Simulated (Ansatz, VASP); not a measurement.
**CsV in VASP and in Ansatz**

```
Cs V
1.0
     0.00000    4.28028    4.28028
     4.28028    0.00000    4.28028
     4.28028    4.28028    0.00000
Cs V
2 2
Cartesian
  4.2803 4.2803 4.2803
  6.4204 6.4204 6.4204
  0.0000 0.0000 0.0000
  2.1401 2.1401 2.1401
```

Alike in both runs: functional PBE; k mesh 4 × 4 × 4; occupations gaussian, width 0.1 eV; collinear spin.

Ansatz relaxed the structure, and its values are those at the end. VASP's run is a single point on that final structure, the one shown.

|  | VASP | Ansatz |
| --- | --- | --- |
| version | VASP 6.6.1 | Ansatz 0.2.0 |
| potentials or method | VASP PAW PBE potentials, release 64 (Cs_sv, V_sv), cutoff 520 eV | scalar-relativistic, plane waves, PAW |
| valence electrons in the cell | 44 | 44 |

|  | VASP | Ansatz | Ansatz less VASP |
| --- | --- | --- | --- |
| gap on the k mesh at the Fermi level (eV) | none | none | - |
| pressure (GPa) | 0.1 | 0.0 | -0.06 |
| net moment per atom (μB) | 2.07 | 2.07 | 0.000 |
| size of the moment on the site where the two differ most (μB) | 3.05 | 3.52 | +0.470 |

Site moments also hang on the region over which each program counts them. A gap of «none» marks a metal or a gap that the smearing closes.

Neither program's run includes spin-orbit coupling.
